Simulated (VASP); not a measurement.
# TiB2 in VASP: further runs

The runs below take TiB2 through single point, with PBE.

Everything below comes from runs of VASP 6.6.1. Logs are shortened: lines on timing, memory, paths and dates and some standing lists are left out, and cuts for length are marked.

### Step 1. The cell of the first run

The cell holds a slab with vacuum, 36 atoms: a = 6.064 Å, b = 6.448 Å, c = 23.002 Å, α = 90.00°, β = 90.00°, γ = 90.00°.

### Step 2. Single point, PBE

The input, INCAR:

```
SYSTEM = TiB2
ALGO = Normal ; DIPOL = 0.5 0.5 0.500
EDIFF = 1E-6 ; ENCUT = 520
GGA = PE ; IDIPOL = 3
ISIF = 2 ; ISMEAR = 0
LASPH = .True. ; LCHARG = .True.
LDIPOL = .True. ; LELF = .True.
LREAL = Auto ; LVACPOTAV = .True.
LVHAR = .True. ; LWAVE = .False.
NBANDS = 132 ; NELM = 100
PREC = Accurate ; SIGMA = 0.1
```

The input, KPOINTS:

```
k-points
0
Gamma
  3 3 1
  0 0 0
```

The input, POSCAR:

```
TiB2
1.0
    6.0636097067      0.0000000000      0.0000000000
    0.0000000000      6.4484590508      0.0000000000
    0.0000000000      0.0000000000     23.0016533929
B Ti
24 12
Direct
    0.5000000000      0.2500000000      0.3478010847
    0.5000000000      0.7500000000      0.3478010847
    0.0000000000      0.2500000000      0.3478010847
    0.0000000000      0.7500000000      0.3478010847
    0.5000000000      0.2500000000      0.4239005424
    0.5000000000      0.7500000000      0.4239005424
    0.0000000000      0.2500000000      0.4239005424
    0.0000000000      0.7500000000      0.4239005424
    0.7500000000      0.2500000000      0.4619502712
    0.7500000000      0.7500000000      0.4619502712
    0.2500000000      0.2500000000      0.4619502712
    0.2500000000      0.7500000000      0.4619502712
    0.7500000000      0.2500000000      0.5385790552
    0.7500000000      0.7500000000      0.5385790552
    0.2500000000      0.2500000000      0.5385790552
    0.2500000000      0.7500000000      0.5385790552
    0.0000000000      0.2500000000      0.5763146277
    0.0000000000      0.7500000000      0.5763146277
    0.5000000000      0.2500000000      0.5763146277
    0.5000000000      0.7500000000      0.5763146277
    0.0000000000      0.2500000000      0.6494985110
    0.0000000000      0.7500000000      0.6494985110
    0.5000000000      0.2500000000      0.6494985110
    0.5000000000      0.7500000000      0.6494985110
    0.2500000000      0.0000000000      0.3858508135
    0.2500000000      0.5000000000      0.3858508135
    0.7500000000      0.0000000000      0.3858508135
    0.7500000000      0.5000000000      0.3858508135
    0.5000000000      0.0000000000      0.5004391179
    0.5000000000      0.5000000000      0.5004391179
    0.0000000000      0.0000000000      0.5004391179
    0.0000000000      0.5000000000      0.5004391179
    0.7500000000      0.0000000000      0.6180768357
    0.7500000000      0.5000000000      0.6180768357
    0.2500000000      0.0000000000      0.6180768357
    0.2500000000      0.5000000000      0.6180768357
```

Potentials or basis: VASP PAW PBE potentials, release 64 (B, Ti_sv).

Run with:

```
cat potpaw_PBE.64/B/POTCAR potpaw_PBE.64/Ti_sv/POTCAR > POTCAR
mpirun -np 1 vasp_std > vasp.out
```

OUTCAR:

```text
SYSTEM = TiB2
   EDIFF = 1E-6
   ENCUT = 520
   GGA = PE
   ISIF = 2
   ISMEAR = 0
   LASPH = .True.
   LREAL = Auto
   NELM = 100
   PREC = Accurate

 ion  position               nearest neighbor table
   1  0.500  0.250  0.348-   5 1.75  25 2.38  26 2.38  27 2.38  28 2.38
   2  0.500  0.750  0.348-   6 1.75  25 2.38  26 2.38  27 2.38  28 2.38
   3  0.000  0.250  0.348-   7 1.75  25 2.38  26 2.38  27 2.38  28 2.38
   4  0.000  0.750  0.348-   8 1.75  25 2.38  26 2.38  27 2.38  28 2.38
   5  0.500  0.250  0.424-   9 1.75  11 1.75   1 1.75  25 2.38  26 2.38  27 2.38  28 2.38  29 2.39
                            30 2.39
   6  0.500  0.750  0.424-  10 1.75  12 1.75   2 1.75  25 2.38  26 2.38  27 2.38  28 2.38  29 2.39
                            30 2.39
   7  0.000  0.250  0.424-   9 1.75  11 1.75   3 1.75  25 2.38  26 2.38  27 2.38  28 2.38  31 2.39
                            32 2.39
   8  0.000  0.750  0.424-  10 1.75  12 1.75   4 1.75  25 2.38  26 2.38  27 2.38  28 2.38  31 2.39
                            32 2.39
   9  0.750  0.250  0.462-   5 1.75   7 1.75  13 1.76  27 2.38  28 2.38  29 2.38  30 2.38  31 2.38
                            32 2.38
  10  0.750  0.750  0.462-   6 1.75   8 1.75  14 1.76  27 2.38  28 2.38  29 2.38  30 2.38  31 2.38
                            32 2.38
  11  0.250  0.250  0.462-   5 1.75   7 1.75  15 1.76  25 2.38  26 2.38  29 2.38  30 2.38  31 2.38
                            32 2.38
  12  0.250  0.750  0.462-   6 1.75   8 1.75  16 1.76  25 2.38  26 2.38  29 2.38  30 2.38  31 2.38
                            32 2.38
  13  0.750  0.250  0.539-  17 1.75  19 1.75   9 1.76  29 2.38  30 2.38  31 2.38  32 2.38  33 2.44
                            34 2.44
[... 48 lines left out ...]
  Lattice vectors:

 A1 = (   6.0636097067,   0.0000000000,   0.0000000000)
 A2 = (   0.0000000000,   6.4484590508,   0.0000000000)
 A3 = (   0.0000000000,   0.0000000000,  23.0016533929)

Analysis of symmetry for initial positions (statically):
=====================================================================
 Subroutine PRICEL returns following result:

  LATTYP: Found a simple orthorhombic cell.
 ALAT       =     3.0318048533
 B/A-ratio  =     1.0634686866
 C/A-ratio  =     7.5867855965

  Lattice vectors:

 A1 = (   3.0318048533,   0.0000000000,   0.0000000000)
 A2 = (   0.0000000000,   3.2242295254,   0.0000000000)
 A3 = (   0.0000000000,   0.0000000000,  23.0016533929)

   4 primitive cells build up your supercell.

 Routine SETGRP: Setting up the symmetry group for a
 simple orthorhombic supercell.

 Subroutine GETGRP returns: Found  4 space group operations
 (whereof  4 operations were pure point group operations)
 out of a pool of  8 trial point group operations.

The static configuration has the point symmetry C_2v.

Analysis of symmetry for dynamics (positions and initial velocities):
=====================================================================
 Subroutine PRICEL returns following result:

  LATTYP: Found a simple orthorhombic cell.
 ALAT       =     3.0318048533
 B/A-ratio  =     1.0634686866
 C/A-ratio  =     7.5867855965

  Lattice vectors:

 A1 = (   3.0318048533,   0.0000000000,   0.0000000000)
 A2 = (   0.0000000000,   3.2242295254,   0.0000000000)
 A3 = (   0.0000000000,   0.0000000000,  23.0016533929)

   4 primitive cells build up your supercell.

 Routine SETGRP: Setting up the symmetry group for a
 simple orthorhombic supercell.

 Subroutine GETGRP returns: Found  4 space group operations
 (whereof  4 operations were pure point group operations)
 out of a pool of  8 trial point group operations.

The dynamic configuration has the point symmetry C_2v.

 Subroutine INISYM returns: Found  4 space group operations
 (whereof  4 operations are pure point group operations),
 and found     4 'primitive' translations

----------------------------------------------------------------------------------------

                                     Primitive cell

  volume of cell :     224.8466

  direct lattice vectors                    reciprocal lattice vectors
     3.031804853  0.000000000  0.000000000     0.329836532  0.000000000  0.000000000
     0.000000000  3.224229525  0.000000000     0.000000000  0.310151617  0.000000000
     0.000000000  0.000000000 23.001653393     0.000000000  0.000000000  0.043475136

  length of vectors
     3.031804853  3.224229525 23.001653393     0.329836532  0.310151617  0.043475136

  position of ions in fractional coordinates (direct lattice)
     0.000000000  0.500000000  0.347801085
     0.000000000  0.500000000  0.423900542
     0.500000000  0.500000000  0.461950271
     0.500000000  0.500000000  0.538579055
     0.000000000  0.500000000  0.576314628
     0.000000000  0.500000000  0.649498511
     0.500000000  0.000000000  0.385850813
     0.000000000  0.000000000  0.500439118
     0.500000000  0.000000000  0.618076836

  ion indices of the primitive-cell ions
   primitive index   ion index
                 1           1
                 2           5
                 3           9
                 4          13
                 5          19
                 6          23
                 7          25
                 8          29
                 9          33

----------------------------------------------------------------------------------------

 KPOINTS: k-points

Automatic generation of k-mesh.
 Grid dimensions read from file:
 generate k-points for:    3    3    1

 Generating k-lattice:

  Cartesian coordinates                     Fractional coordinates (reciprocal lattice)
     0.054972755  0.000000000  0.000000000     0.333333333  0.000000000  0.000000000
     0.000000000  0.051691936  0.000000000     0.000000000  0.333333333  0.000000000
     0.000000000  0.000000000  0.043475136     0.000000000  0.000000000  1.000000000

  Length of vectors
     0.054972755  0.051691936  0.043475136

  Shift w.r.t. Gamma in fractional coordinates (k-lattice)
     0.000000000  0.000000000  0.000000000

 Subroutine IBZKPT returns following result:
 ===========================================

 Found      4 irreducible k-points:

 Following reciprocal coordinates:
            Coordinates               Weight
  0.000000  0.000000  0.000000      1.000000
  0.333333  0.000000  0.000000      2.000000
  0.000000  0.333333  0.000000      2.000000
  0.333333  0.333333  0.000000      4.000000
   k-points           NKPTS =      4   k-points in BZ     NKDIM =      4   number of bands    NBANDS=    132
   number of dos      NEDOS =    301   number of ions     NIONS =     36
   total plane-waves  NPLWV = 414720
   dimension x,y,z NGX =    48 NGY =   48 NGZ =  180
   dimension x,y,z NGXF=    96 NGYF=   96 NGZF=  360
   ions per type =              24  12
   NGX,Y,Z   is equivalent  to a cutoff of  13.16, 12.37, 13.01 a.u.
   NGXF,Y,Z  is equivalent  to a cutoff of  26.32, 24.75, 26.02 a.u.
 SYSTEM =  TiB2
   PREC   = accura    normal or accurate (medium, high low for compatibility)
   ISTART =      0    job   : 0-new  1-cont  2-samecut
   ICHARG =      2    charge: 1-file 2-atom 10-const
   ISPIN  =      1    spin polarized calculation?
   LNONCOLLINEAR =      F non collinear calculations
   LSORBIT =      F    spin-orbit coupling
   LASPH  =      T    aspherical Exc in radial PAW
   ENCUT  =  520.0 eV  38.22 Ry    6.18 a.u.  11.27 11.99 42.77*2*pi/ulx,y,z
   NELM   =    100;   NELMIN=  2; NELMDL= -5     # of ELM steps
   EDIFF  = 0.1E-05   stopping-criterion for ELM
   LREAL  =      T    real-space projection
   EDIFFG = 0.1E-04   stopping-criterion for IOM
   NSW    =      0    number of steps for IOM
   IBRION =     -1    ionic relax: 0-MD 1-quasi-New 2-CG
   NFREE  =      0    steps in history (QN), initial steepest desc. (CG)
   ISIF   =      2    stress and relaxation
   ISYM   =      2    0-nonsym 1-usesym 2-fastsym
   POTIM  = 0.5000    time-step for ionic-motion
   TEBEG  =    0.0;   TEEND  =   0.0 temperature during run
   PSTRESS=    0.0 pullay stress
   NELECT =     216.0000    total number of electrons
   NUPDOWN=      -1.0000    fix difference up-down
   EMIN   =  10.00;   EMAX   =-10.00  energy-range for DOS
   EFERMI =   0.00;   METHOD = LEGACY
   ISMEAR =     0;   SIGMA  =   0.10  broadening in eV -4-tet -1-fermi 0-gaus
   EFERMI_NEDOS =   21; number of points for ismear=-14 and -15
   IALGO  =     38    algorithm
   IMIX   =      4    mixing-type and parameters
     AMIX     =   0.40;   BMIX     =  1.00
     AMIX_MAG =   1.60;   BMIX_MAG =  1.00
  volume/ion in A,a.u.               =      24.98       168.59
  Fermi-wavevector in a.u.,A,eV,Ry     =   1.017601  1.922986 14.088981  1.035511
  Thomas-Fermi vector in A             =   2.151011
   LORBIT       =      0    0 simple, 1 ext, 2 COOP (PROOUT), +10 PAW based schemes
   GGA     = PE    functional components
   LHFCALC =     F    Hartree Fock is set to
   AEXX    =    0.0000 exact exchange contribution
   IVDW    =     0    specifies the selected vdW correction
   LEPSILON=     F    determine dielectric tensor
   LRPA    =     F    only Hartree local field effects (RPA)
 non-spin polarized calculation
 Gauss-broadening in eV      SIGMA  =   0.10
  energy-cutoff  :      520.00
  volume of cell :      899.39
 maximum number of plane-waves:     24241
 NGX is ok and might be reduce to    48
   NGX = 23   NGY = 23   NGZ = 85

 dipolmoment           0.000000      0.000000      0.003083 electrons x Angstroem

 number of electron     216.0000011 magnetization

 dipolmoment           0.000000      0.000000     -0.009280 electrons x Angstroem

 Free energy of the ion-electron system (eV)
  ---------------------------------------------------
  ext. energy  EPLUGINS =         0.00000000
  ---------------------------------------------------
  free energy    TOTEN  =      -269.69406617 eV

  energy without entropy =     -269.64400867  energy(sigma->0) =     -269.66903742

 E-fermi :  -0.2532     XC(G=0):  -5.3425

 val. band max:       -0.2803379961   @ k =   0.0000   0.0000   0.0000
 cond. band min:      -0.2376920536   @ k =   0.3333   0.3333   0.0000
 fundamental gap:      0.0426459426
 Fermi energy:        -0.2531771501

 k-point     1 :       0.0000    0.0000    0.0000
  band No.  band energies     occupation
      1     -57.0279      2.00000
      2     -57.0135      2.00000
      3     -56.9993      2.00000
      4     -56.9854      2.00000
      5     -56.8741      2.00000
      6     -56.8715      2.00000
[... 481 lines left out ...]
    119       1.4912      0.00000
    120       1.5376      0.00000
 [bands above 120 left out]

------------------------ aborting loop because EDIFF is reached ----------------------------------------

  FORCE on cell =-STRESS in cart. coord.  units (eV):
  Direction    XX          YY          ZZ          XY          YZ          ZX
  --------------------------------------------------------------------------------------
  -------------------------------------------------------------------------------------
  Total      -19.8132818    -24.5957777     -3.9376519      0.0000000      0.0000000      0.0000000
  in kB      -35.2956155    -43.8152103     -7.0145799      0.0000000      0.0000000      0.0000000
  external PRESSURE =     -28.7084685 kB  Pullay stress =       0.0000000 kB

 VOLUME and BASIS-vectors are now :
 -----------------------------------------------------------------------------
  energy-cutoff  :      520.00
  volume of cell :      899.39
      direct lattice vectors                 reciprocal lattice vectors
     6.063609707  0.000000000  0.000000000     0.164918266  0.000000000  0.000000000
     0.000000000  6.448459051  0.000000000     0.000000000  0.155075808  0.000000000
     0.000000000  0.000000000 23.001653393     0.000000000  0.000000000  0.043475136

 POSITION                                       TOTAL-FORCE (eV/Angst)
 -----------------------------------------------------------------------------------
      3.03180      1.61211      8.00000         0.000000     -0.000000      1.182561
      3.03180      4.83634      8.00000         0.000000     -0.000000      1.182561
      0.00000      1.61211      8.00000         0.000000     -0.000000      1.182561
      0.00000      4.83634      8.00000         0.000000     -0.000000      1.182561
      3.03180      1.61211      9.75041         0.000000     -0.000000     -0.271694
      3.03180      4.83634      9.75041         0.000000     -0.000000     -0.271694
[... 28 lines left out ...]
      1.51590      0.00000     14.21679        -0.000000     -0.000000      0.000840
      1.51590      3.22423     14.21679        -0.000000      0.000000      0.000840
 -----------------------------------------------------------------------------------
    total drift:                                0.000000      0.000000      0.062864

  FREE ENERGIE OF THE ION-ELECTRON SYSTEM (eV)
  ---------------------------------------------------
  free  energy   TOTEN  =      -269.6940661741 eV

  energy  without entropy=     -269.6440086694  energy(sigma->0) =     -269.66903742

 vacuum level on the upper side and lower side of the slab         5.322         5.365
```

It took 12 min on 1 thread of Intel Xeon 6975P-C (Granite Rapids), shared host; peak memory 0.93 GiB.

Results:

```yaml
Free_energy: -269.6941 eV
Largest_force: 1.183 eV/Å
Band_gap_on_the_k_mesh: zero (band 108 reaches 0.24 eV, above the bottom of band 109 at -0.47 eV)
```

Forces in eV/Å, atoms in the order of the input:
```
B    0.000  0.000  1.183
B    0.000  0.000  1.183
B    0.000  0.000  1.183
B    0.000  0.000  1.183
B    0.000  0.000 -0.272
B    0.000  0.000 -0.272
B    0.000  0.000 -0.272
B    0.000  0.000 -0.272
B    0.000  0.000  0.150
B    0.000  0.000  0.150
B    0.000  0.000  0.150
B    0.000  0.000  0.150
B    0.000  0.000  0.007
B    0.000  0.000  0.007
B    0.000  0.000  0.007
B    0.000  0.000  0.007
B    0.000  0.000 -0.007
B    0.000  0.000 -0.007
B    0.000  0.000 -0.007
B    0.000  0.000 -0.007
B    0.000  0.000  0.007
B    0.000  0.000  0.007
B    0.000  0.000  0.007
B    0.000  0.000  0.007
Ti   0.000  0.000 -1.072
Ti   0.000  0.000 -1.072
Ti   0.000  0.000 -1.072
Ti   0.000  0.000 -1.072
Ti   0.000  0.000  0.003
Ti   0.000  0.000  0.003
Ti   0.000  0.000  0.003
Ti   0.000  0.000  0.003
Ti   0.000  0.000  0.001
Ti   0.000  0.000  0.001
Ti   0.000  0.000  0.001
Ti   0.000  0.000  0.001
```

### Step 3. Single point, PBE

The input, INCAR:

```
PREC     = Accurate       # precision mode
ENCUT    = 520            # plane-wave cutoff, eV
EDIFF    = 1E-6           # SCF threshold, eV
ISMEAR   = 0              # smearing method
SIGMA    = 0.1            # smearing width, eV
LREAL    = Auto         
LASPH    = T              # aspherical terms in the spheres
NELM     = 100            # most SCF steps
ALGO     = Normal         # electronic algorithm
ISIF     = 2              # what is computed and relaxed
LWAVE    = F              # write WAVECAR
LCHARG   = T              # write CHGCAR
LDIPOL   = T            
IDIPOL   = 3            
DIPOL    = 0.5 0.5 0.500
GGA      = PE             # functional
LELF     = T              # ELF
LVHAR    = T            
LVACPOTAV= T            
NBANDS   = 132            # bands
```

The input, KPOINTS:

```
Automatic mesh
0
Gamma
  3 3 1
```

The input, POSCAR:

```
TiB2
1.0
    6.0636097067      0.0000000000      0.0000000000
    0.0000000000      6.4484590508      0.0000000000
    0.0000000000      0.0000000000     23.0016533929
B Ti
24 12
Direct
    0.5000000000      0.2500000000      0.3478010847
    0.5000000000      0.7500000000      0.3478010847
    0.0000000000      0.2500000000      0.3478010847
    0.0000000000      0.7500000000      0.3478010847
    0.5000000000      0.2500000000      0.4239005424
    0.5000000000      0.7500000000      0.4239005424
    0.0000000000      0.2500000000      0.4239005424
    0.0000000000      0.7500000000      0.4239005424
    0.7500000000      0.2500000000      0.4619502712
    0.7500000000      0.7500000000      0.4619502712
    0.2500000000      0.2500000000      0.4619502712
    0.2500000000      0.7500000000      0.4619502712
    0.7500000000      0.2500000000      0.5380497288
    0.7500000000      0.7500000000      0.5380497288
    0.2500000000      0.2500000000      0.5380497288
    0.2500000000      0.7500000000      0.5380497288
    0.0000000000      0.2500000000      0.5760994576
    0.0000000000      0.7500000000      0.5760994576
    0.5000000000      0.2500000000      0.5760994576
    0.5000000000      0.7500000000      0.5760994576
    0.0000000000      0.2500000000      0.6521989153
    0.0000000000      0.7500000000      0.6521989153
    0.5000000000      0.2500000000      0.6521989153
    0.5000000000      0.7500000000      0.6521989153
    0.2500000000      0.0000000000      0.3858508135
    0.2500000000      0.5000000000      0.3858508135
    0.7500000000      0.0000000000      0.3858508135
    0.7500000000      0.5000000000      0.3858508135
    0.5000000000      0.0000000000      0.5000000000
    0.5000000000      0.5000000000      0.5000000000
    0.0000000000      0.0000000000      0.5000000000
    0.0000000000      0.5000000000      0.5000000000
    0.7500000000      0.0000000000      0.6141491865
    0.7500000000      0.5000000000      0.6141491865
    0.2500000000      0.0000000000      0.6141491865
    0.2500000000      0.5000000000      0.6141491865
```

Potentials or basis: VASP PAW PBE potentials, release 64 (B, Ti_sv).

Run with:

```
cat potpaw_PBE.64/B/POTCAR potpaw_PBE.64/Ti_sv/POTCAR > POTCAR
mpirun -np 1 vasp_std > vasp.out
```

Run time: 10 min. Hardware: 1 thread of Intel Xeon 6975P-C (Granite Rapids), shared host; peak memory 0.93 GiB.

It converged, with:

```
Free energy            : -269.3359 eV
Largest force          : 1.201 eV/Å
Band gap on the k mesh : zero (band 108 reaches 0.24 eV, above the bottom of band 109 at -0.49 eV)
```

Forces on the atoms (eV/Å):
```
B    0.000  0.000  1.201
B    0.000  0.000  1.201
B    0.000  0.000  1.201
B    0.000  0.000  1.201
B    0.000  0.000 -0.355
B    0.000  0.000 -0.355
B    0.000  0.000 -0.355
B    0.000  0.000 -0.355
B    0.000  0.000 -0.011
B    0.000  0.000 -0.011
B    0.000  0.000 -0.011
B    0.000  0.000 -0.011
B    0.000  0.000  0.011
B    0.000  0.000  0.011
B    0.000  0.000  0.011
B    0.000  0.000  0.011
B    0.000  0.000  0.355
B    0.000  0.000  0.355
B    0.000  0.000  0.355
B    0.000  0.000  0.355
B    0.000  0.000 -1.201
B    0.000  0.000 -1.201
B    0.000  0.000 -1.201
B    0.000  0.000 -1.201
Ti   0.000  0.000 -1.100
Ti   0.000  0.000 -1.100
Ti   0.000  0.000 -1.100
Ti   0.000  0.000 -1.100
Ti   0.000  0.000  0.000
Ti   0.000  0.000  0.000
Ti   0.000  0.000  0.000
Ti   0.000  0.000  0.000
Ti   0.000  0.000  1.100
Ti   0.000  0.000  1.100
Ti   0.000  0.000  1.100
Ti   0.000  0.000  1.100
```

Levels at points of the mesh, in eV from the Fermi level:
| k point | band 104 | band 105 | band 106 | band 107 | band 108 | band 109 | band 110 | band 111 | band 112 | band 113 |
| --- | --- | --- | --- | --- | --- | --- | --- | --- | --- | --- |
| (0.00, 0.00, 0.00) | -0.66 | -0.38 | -0.01 | 0.29 | 0.32 | 0.40 | 0.46 | 0.60 | 0.75 | 0.75 |
